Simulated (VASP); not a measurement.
Crystal: GaN.

```
CELL_PARAMETERS angstrom
0.00000 2.23838 2.23838
2.23838 0.00000 2.23838
2.23838 2.23838 0.00000
ATOMIC_POSITIONS crystal
Ga 0.00000 0.00000 0.00000
N 0.25000 0.25000 0.25000
```

Base run:

```yaml
Program: VASP 6.6.1
Functional: revPBE
Dispersion: D3(BJ)
Potentials_or_basis: VASP PAW PBE potentials, release 64 (Ga_d, N)
Cutoff: 520 eV
k_mesh: 10 × 10 × 10
Occupations: fermi-dirac, width 0.05 eV
Spin: no spin polarisation
```

Its results: band gap on the k mesh 1.89 eV, direct; pressure 4.3 GPa.

Q: The run is repeated on the same cell with these changes: dispersion from D3(BJ) to none. What comes out?

A: Band gap on the k mesh 1.89 eV, direct; pressure 12.0 GPa.

Dispersion adds attraction, which lowers the pressure at fixed volume and, as a term added to the energy, leaves the levels alone.

Caveats: the PAW data sets were made with another functional, which shifts forces and pressure a little.

